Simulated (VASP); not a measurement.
Input of a VASP 6.6.1 run:

Contents of INCAR:

```
SYSTEM = Mo
PREC = Accurate
ENCUT = 520
EDIFF = 1E-6
ISMEAR = -1
SIGMA = 0.1
LREAL = .False.
LASPH = .True.
NELM = 100
ALGO = Normal
ISIF = 2
LWAVE = .False.
LCHARG = .False.
GGA = CA
NBANDS = 21
```

File KPOINTS:

```
Automatic mesh
0
Gamma
  15 15 8
  0 0 0
```

Contents of POSCAR:

```
Mo
1.0
    2.6825860892      0.0000000000      0.0000000000
   -1.3412930446      2.3231877011      0.0000000000
    0.0000000000      0.0000000000      4.7197996236
Mo
2
Direct
    0.3333333333      0.6666666667      0.2500000000
    0.6666666667      0.3333333333      0.7500000000
```

Potentials or basis: VASP PAW LDA potentials, release 64 (Mo_sv).

Launch:

```console
$ cat potpaw_LDA.64/Mo_sv/POTCAR > POTCAR
$ mpirun -np 1 vasp_std > vasp.out
```

(1) What does it give for the band gap on the k mesh?

(2) Estimate the pressure.

Answers

(1) zero (band 14 reaches 14.49 eV, above the bottom of band 15 at 12.37 eV).

(2) 13.3 GPa.
